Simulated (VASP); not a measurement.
# P (P1) in VASP: further runs, part 2 of 2

VASP 6.6.1.

## 3. Single point, PBEsol (dynamics (nvt langevin) at 1200 K, volume x 1.04, from the last frame before)

Contents of INCAR:

```
PREC = Accurate ; ENCUT = 520
EDIFF = 1E-7 ; ISMEAR = -1
SIGMA = 0.1034 ; LREAL = Auto
LASPH = T ; NELM = 60
ALGO = Normal ; ISIF = 2
LWAVE = F ; LCHARG = F
GGA = PS ; NBANDS = 54
```

Contents of KPOINTS:

```
Automatic mesh
0
Gamma
  2 2 2
  0.5 0.5 0.5
```

Contents of POSCAR:

```
P
1.0
   -3.4968693850     -6.0567554423      0.0000000000
    3.4968693850     -6.0567554423      0.0000000000
    0.0000000000     -4.0378369615      6.3417294704
P
16
Direct
    0.3574317391      0.4009446598      0.3720622286
    0.4029162371      0.4225984134      0.8697460252
    0.3974797504      0.8886456508      0.3969555957
    0.4031019153      0.9150026479      0.9060947848
    0.8847870270      0.4188885846      0.4020736003
    0.8642987566      0.4466205882      0.8555650356
    0.8838396345      0.9249632751      0.3670274822
    0.8767304300      0.8897500756      0.8789700075
    0.1918134571      0.1254332254      0.1370821641
    0.1519935701      0.0881327347      0.6977371111
    0.1289475029      0.6418757260      0.1711741261
    0.0817769556      0.6674399514      0.6821757409
    0.6184993493      0.1621380088      0.1757558416
    0.6893393307      0.1829366588      0.6387968801
    0.6287561570      0.6254486271      0.1904471021
    0.6598399973      0.6769953421      0.6360968280
```

Potentials or basis: VASP PAW PBE potentials, release 64 (P).

On the command line:

```console
$ cat potpaw_PBE.64/P/POTCAR > POTCAR
$ mpirun -np 1 vasp_std > vasp.out
```

OUTCAR:

```text
PREC = Accurate
   ENCUT = 520
   EDIFF = 1E-7
   ISMEAR = -1
   LREAL = Auto
   LASPH = T
   NELM = 60
   ISIF = 2
   GGA = PS

 ion  position               nearest neighbor table
   1  0.357  0.401  0.372-  11 2.20  13 2.24  15 2.55  10 2.78
   2  0.403  0.423  0.870-  14 2.44  12 2.61  16 2.61   9 2.64  11 2.72  13 2.73
   3  0.397  0.889  0.397-  15 2.40   9 2.42  13 2.53  16 2.58  10 2.63  12 2.79
   4  0.403  0.915  0.906-   9 2.28  10 2.38  16 2.62  15 2.66  11 2.80  14 2.84
   5  0.885  0.419  0.402-  14 2.24  11 2.40  15 2.40  16 2.52   9 2.87  10 2.92
   6  0.864  0.447  0.856-  16 2.19  12 2.24  10 2.69  15 2.76  13 2.80
   7  0.884  0.925  0.367-  13 2.33  11 2.45  16 2.46   9 2.63  12 2.71  14 2.77
   8  0.877  0.890  0.879-  12 2.14  14 2.29  10 2.44  15 2.70  11 2.82  13 2.94
   9  0.192  0.125  0.137-   4 2.28   3 2.42   7 2.63   2 2.64   5 2.87
  10  0.152  0.088  0.698-   4 2.38   8 2.44   3 2.63   6 2.69   1 2.78   5 2.92
  11  0.129  0.642  0.171-   1 2.20   5 2.40   7 2.45   2 2.72   4 2.80   8 2.82
  12  0.082  0.667  0.682-   8 2.14   6 2.24   2 2.61   7 2.71   3 2.79
  13  0.618  0.162  0.176-   1 2.24   7 2.33   3 2.53   2 2.73   6 2.80   8 2.94
  14  0.689  0.183  0.639-   5 2.24   8 2.29   2 2.44   7 2.77   4 2.84
  15  0.629  0.625  0.190-   5 2.40   3 2.40   1 2.55   4 2.66   8 2.70   6 2.76
  16  0.660  0.677  0.636-   6 2.19   7 2.46   5 2.52   3 2.58   2 2.61   4 2.62

  LATTYP: Found a trigonal (rhomboedric) cell.
 ALAT       =     7.5180888531
 COS(alpha) =     0.5673129383

  Lattice vectors:

 A1 = (   3.4968693850,   2.0189184808,   6.3417294704)
 A2 = (  -3.4968693850,   2.0189184808,   6.3417294704)
 A3 = (   0.0000000000,  -4.0378369615,   6.3417294704)

Analysis of symmetry for initial positions (statically):
=====================================================================
 Subroutine PRICEL returns:
 Original cell was already a primitive cell.

 Routine SETGRP: Setting up the symmetry group for a
 trigonal (rhombohedral) supercell.

 Subroutine GETGRP returns: Found  1 space group operations
 (whereof  1 operations were pure point group operations)
 out of a pool of 12 trial point group operations.

The static configuration has the point symmetry C_1 .

Analysis of symmetry for dynamics (positions and initial velocities):
=====================================================================
 Subroutine PRICEL returns:
 Original cell was already a primitive cell.

 Routine SETGRP: Setting up the symmetry group for a
 trigonal (rhombohedral) supercell.

 Subroutine GETGRP returns: Found  1 space group operations
 (whereof  1 operations were pure point group operations)
 out of a pool of 12 trial point group operations.

The dynamic configuration has the point symmetry C_1 .

 Subroutine INISYM returns: Found  1 space group operations
 (whereof  1 operations are pure point group operations),
 and found     1 'primitive' translations

----------------------------------------------------------------------------------------

                                     Primitive cell

  volume of cell :     268.6316

  direct lattice vectors                    reciprocal lattice vectors
    -3.496869385 -6.056755442  0.000000000    -0.142985037 -0.082552450 -0.052561897
     3.496869385 -6.056755442  0.000000000     0.142985037 -0.082552450 -0.052561897
[... 79 lines left out ...]
 -0.250000 -0.250000  0.250000      2.000000
  0.000000 -0.250000  0.500000      2.000000
  0.250000  0.000000  0.500000      2.000000
   k-points           NKPTS =     12   k-points in BZ     NKDIM =     12   number of bands    NBANDS=     54
   number of dos      NEDOS =    301   number of ions     NIONS =     16
   total plane-waves  NPLWV = 163296
   dimension x,y,z NGX =    54 NGY =   54 NGZ =   56
   dimension x,y,z NGXF=   108 NGYF=  108 NGZF=  112
   ions per type =              16
   NGX,Y,Z   is equivalent  to a cutoff of  12.84, 12.84, 12.38 a.u.
   NGXF,Y,Z  is equivalent  to a cutoff of  25.67, 25.67, 24.77 a.u.
 SYSTEM =  unknown system
   PREC   = accura    normal or accurate (medium, high low for compatibility)
   ISTART =      0    job   : 0-new  1-cont  2-samecut
   ICHARG =      2    charge: 1-file 2-atom 10-const
   ISPIN  =      1    spin polarized calculation?
   LNONCOLLINEAR =      F non collinear calculations
   LSORBIT =      F    spin-orbit coupling
   LASPH  =      T    aspherical Exc in radial PAW
   ENCUT  =  520.0 eV  38.22 Ry    6.18 a.u.  13.00 13.00 13.98*2*pi/ulx,y,z
   NELM   =     60;   NELMIN=  2; NELMDL= -5     # of ELM steps
   EDIFF  = 0.1E-06   stopping-criterion for ELM
   LREAL  =      T    real-space projection
   EDIFFG = 0.1E-05   stopping-criterion for IOM
   NSW    =      0    number of steps for IOM
   IBRION =     -1    ionic relax: 0-MD 1-quasi-New 2-CG
   NFREE  =      0    steps in history (QN), initial steepest desc. (CG)
   ISIF   =      2    stress and relaxation
   ISYM   =      2    0-nonsym 1-usesym 2-fastsym
   POTIM  = 0.5000    time-step for ionic-motion
   TEBEG  =    0.0;   TEEND  =   0.0 temperature during run
   PSTRESS=    0.0 pullay stress
   NELECT =      80.0000    total number of electrons
   NUPDOWN=      -1.0000    fix difference up-down
   EMIN   =  10.00;   EMAX   =-10.00  energy-range for DOS
   EFERMI =   0.00;   METHOD = LEGACY
   ISMEAR =    -1;   SIGMA  =   0.10  broadening in eV -4-tet -1-fermi 0-gaus
   EFERMI_NEDOS =   21; number of points for ismear=-14 and -15
   IALGO  =     38    algorithm
   IMIX   =      4    mixing-type and parameters
     AMIX     =   0.40;   BMIX     =  1.00
     AMIX_MAG =   1.60;   BMIX_MAG =  1.00
  volume/ion in A,a.u.               =      16.79       113.30
  Fermi-wavevector in a.u.,A,eV,Ry     =   1.093249  2.065941 16.261595  1.195193
  Thomas-Fermi vector in A             =   2.229531
   LORBIT       =      0    0 simple, 1 ext, 2 COOP (PROOUT), +10 PAW based schemes
   GGA     = PS    functional components
   LHFCALC =     F    Hartree Fock is set to
   AEXX    =    0.0000 exact exchange contribution
   IVDW    =     0    specifies the selected vdW correction
   LEPSILON=     F    determine dielectric tensor
   LRPA    =     F    only Hartree local field effects (RPA)
 non-spin polarized calculation
  energy-cutoff  :      520.00
  volume of cell :      268.63
 maximum number of plane-waves:      7243
 NGX is ok and might be reduce to    54
   NGX = 25   NGY = 25   NGZ = 27

 number of electron      79.9999999 magnetization

 Free energy of the ion-electron system (eV)
  ---------------------------------------------------
  ext. energy  EPLUGINS =         0.00000000
  ---------------------------------------------------
  free energy    TOTEN  =       -89.22978678 eV

  energy without entropy =      -89.04083389  energy(sigma->0) =      -89.13531033

 E-fermi :   7.7789     XC(G=0): -10.7239

 val. band max:        7.7419834330   @ k =   0.2500   0.0000   0.5000
 cond. band min:       7.8324525524   @ k =  -0.2500   0.2500  -0.2500
 fundamental gap:      0.0904691194
 Fermi energy:         7.7789349209

 k-point     1 :       0.2500    0.2500    0.2500
  band No.  band energies     occupation
      1      -7.6024      2.00000
      2      -6.0065      2.00000
      3      -5.4724      2.00000
      4      -4.9042      2.00000
      5      -4.5737      2.00000
      6      -4.3469      2.00000
[... 649 lines left out ...]
     51      10.4973      0.00000
     52      10.7205      0.00000
 [bands above 52 left out]

------------------------ aborting loop because EDIFF is reached ----------------------------------------

  FORCE on cell =-STRESS in cart. coord.  units (eV):
  Direction    XX          YY          ZZ          XY          YZ          ZX
  --------------------------------------------------------------------------------------
  -------------------------------------------------------------------------------------
  Total       -8.0191628     -6.0023477    -16.8259702     -0.8110240     -0.5367643      0.7962159
  in kB      -47.8280261    -35.7993034   -100.3537351     -4.8371229     -3.2013784      4.7488041
  external PRESSURE =     -61.3270215 kB  Pullay stress =       0.0000000 kB

 VOLUME and BASIS-vectors are now :
 -----------------------------------------------------------------------------
  energy-cutoff  :      520.00
  volume of cell :      268.63
      direct lattice vectors                 reciprocal lattice vectors
    -3.496869385 -6.056755442  0.000000000    -0.142985037 -0.082552450 -0.052561897
     3.496869385 -6.056755442  0.000000000     0.142985037 -0.082552450 -0.052561897
     0.000000000 -4.037836962  6.341729470     0.000000000  0.000000000  0.157685692

 POSITION                                       TOTAL-FORCE (eV/Angst)
 -----------------------------------------------------------------------------------
      0.15216     -6.09563      2.35952        -0.459133     -1.243781      0.106083
      0.06883     -8.51183      5.51569         0.124471      0.599465     -0.251076
      1.71754     -9.39259      2.51738         0.782282      0.249710     -1.596752
      1.79005    -11.64210      5.74621         0.479804      1.057045     -0.650759
     -1.62919     -9.51955      2.54984         0.381115      0.089208     -0.868328
     -1.46057    -11.39455      5.42576        -1.096756      0.256344      0.301298
[... 8 lines left out ...]
     -0.01157     -8.36541      1.20776         0.004616      0.041025      0.674421
      0.05999    -10.66534      4.03395        -0.189512      0.585299      0.170810
 -----------------------------------------------------------------------------------
    total drift:                               -0.003647      0.008693     -0.000357

  FREE ENERGIE OF THE ION-ELECTRON SYSTEM (eV)
  ---------------------------------------------------
  free  energy   TOTEN  =       -89.2297867776 eV

  energy  without entropy=      -89.0408338924  energy(sigma->0) =      -89.13531033
```

Run time: 2.5 min. Hardware: 1 thread of Intel Xeon 6975P-C (Granite Rapids), shared host; peak memory 0.41 GiB.

Results:

* Free energy: -89.2298 eV
* Pressure: -6.1 GPa
* Largest force: 2.065 eV/Å
* Band gap on the k mesh: zero (band 40 reaches 7.94 eV, above the bottom of band 41 at 7.66 eV)

Forces on the atoms (eV/Å):
```
P   -0.459 -1.244  0.106
P    0.124  0.599 -0.251
P    0.782  0.250 -1.597
P    0.480  1.057 -0.651
P    0.381  0.089 -0.868
P   -1.097  0.256  0.301
P   -0.189 -0.425 -0.120
P    1.052 -1.360 -0.133
P    0.359 -0.301  1.000
P    0.593 -0.779  0.322
P    0.151 -0.563 -0.248
P   -1.999 -0.326 -0.404
P   -0.464  0.762  0.438
P    0.469  1.357  1.259
P    0.005  0.041  0.674
P   -0.190  0.585  0.171
```

Stress tensor (GPa, compression positive):
```
 -4.78  -0.48   0.47
 -0.48  -3.58  -0.32
  0.47  -0.32 -10.04
```

Caveat: the k points lie up to 0.54 Å⁻¹ apart; the PAW data sets were made with another functional, which shifts forces and pressure a little.

## 4. Single point, PBEsol (dynamics (nvt langevin) at 1200 K, volume x 1.04, from the last frame before)

Contents of INCAR:

```
SYSTEM = P
ALGO     = Normal         ! electronic algorithm
EDIFF    = 1E-6           ! SCF threshold, eV
ENCUT    = 520            ! plane-wave cutoff, eV
GGA      = PS             ! functional
ISIF     = 2              ! what is computed and relaxed
ISMEAR   = -1             ! smearing method
LASPH    = .True.         ! aspherical terms in the spheres
LCHARG   = .False.        ! write CHGCAR
LREAL    = Auto         
LWAVE    = .False.        ! write WAVECAR
NBANDS   = 54             ! bands
NELM     = 80             ! most SCF steps
PREC     = Accurate       ! precision mode
SIGMA    = 0.1034         ! smearing width, eV
```

KPOINTS is that of step 3.

Contents of POSCAR:

```
P
1.0
   -3.4968693850     -6.0567554423      0.0000000000
    3.4968693850     -6.0567554423      0.0000000000
    0.0000000000     -4.0378369615      6.3417294704
P
16
Direct
    0.4381304808      0.3557922610      0.3534912693
    0.4080301563      0.4061338888      0.8402547010
    0.3835334691      0.8802071531      0.3988831456
    0.4510863690      0.9048533890      0.8165630565
    0.9181635831      0.3853641575      0.3641405725
    0.8951950904      0.3628515010      0.9106560012
    0.9011909259      0.8745842701      0.3320745563
    0.9356589393      0.9219821345      0.8370640887
    0.1339878584      0.1864802394      0.1437388656
    0.1872564951      0.1152998470      0.6617977035
    0.1722321728      0.5815860383      0.1713641373
    0.1349003346      0.6570785457      0.6848329025
    0.6763304007      0.1307306685      0.1341167270
    0.6906778966      0.1314302426      0.6279007988
    0.5914915845      0.6444909904      0.1946011740
    0.6972441980      0.6664334962      0.6430110302
```

On the command line:

```console
$ cat potpaw_PBE.64/P/POTCAR > POTCAR
$ mpirun -np 1 vasp_std > vasp.out
```

It took 2.1 min on 1 thread of Intel Xeon 6975P-C (Granite Rapids), shared host; peak memory 0.42 GiB.

The run converged. Its results:

```yaml
Free_energy: -89.4108 eV
Pressure: -2.4 GPa
Largest_force: 2.049 eV/Å
Band_gap_on_the_k_mesh: zero (band 40 reaches 8.21 eV, above the bottom of band 41 at 7.90 eV)
```

Forces on the atoms (eV/Å):
```
P    0.503 -0.620  0.013
P   -0.485 -0.343  0.337
P    0.078  0.626 -0.542
P   -0.146 -0.842  1.217
P    0.947  0.275 -0.273
P   -0.194 -0.401 -0.916
P   -0.658 -1.551  0.496
P    0.205  0.428  0.666
P   -1.476  0.553 -0.056
P    1.799  0.349 -0.279
P    1.157 -0.339 -0.062
P   -1.171  0.237 -1.142
P    0.493  0.539  0.051
P    0.992 -0.054  0.605
P   -1.196 -0.704  0.156
P   -0.847  1.846 -0.270
```

Stress tensor (GPa, compression positive):
```
-3.55 -1.26  0.41
-1.26  0.30 -1.18
 0.41 -1.18 -4.01
```

Levels at points of the mesh, in eV from the Fermi level:
```csv
k point,band 38,band 39,band 40,band 41,band 42,band 43
"(0.25, 0.25, 0.25)",-1.37,-0.86,-0.73,-0.01,0.34,0.48
```

Caveat: the k points lie up to 0.54 Å⁻¹ apart; the PAW data sets were made with another functional, which shifts forces and pressure a little.
